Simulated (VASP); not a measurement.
Runs of VASP 6.6.1 on Al4Cl. The structure is that of space group Pm-3m (No. 221), or close to it. The cells are those of the table. 

```csv
task,cell,k mesh,cutoff (eV),gap on the mesh (eV),pressure (GPa),relaxed volume (Å³/atom)
relaxation of cell and atoms,"relaxed from a = 4.399 Å, 5 atoms",4 × 4 × 4,600,none,0.0,(a)
single point,"a = 4.399 Å, 5 atoms",4 × 4 × 4,520,none,32.4,-
relaxation of cell and atoms,"relaxed from a = 5.073 Å, 5 atoms",8 × 8 × 8,600,none,0.0,26.19
single point,"a = 5.073 Å, 5 atoms",4 × 4 × 4,520,none,0.1,-
single point,"a = 5.081 Å, 5 atoms",8 × 8 × 8,520,none,0.0,-
```

Alike in all rows: level PBE; potentials or basis VASP PAW PBE potentials, release 64 (Al, Cl); no spin polarisation; smearing gaussian 0.1 eV.

Q: Fill in the values left out.

A: (a) 26.22.

Caveats: an odd number of electrons without spin polarisation forces a metal; a magnetic or distorted state may lie lower; the volume moved by over 15 % at a fixed basis, so the end points are rough (some runs).

A gap of «none» marks levels without a gap at the run's occupations.
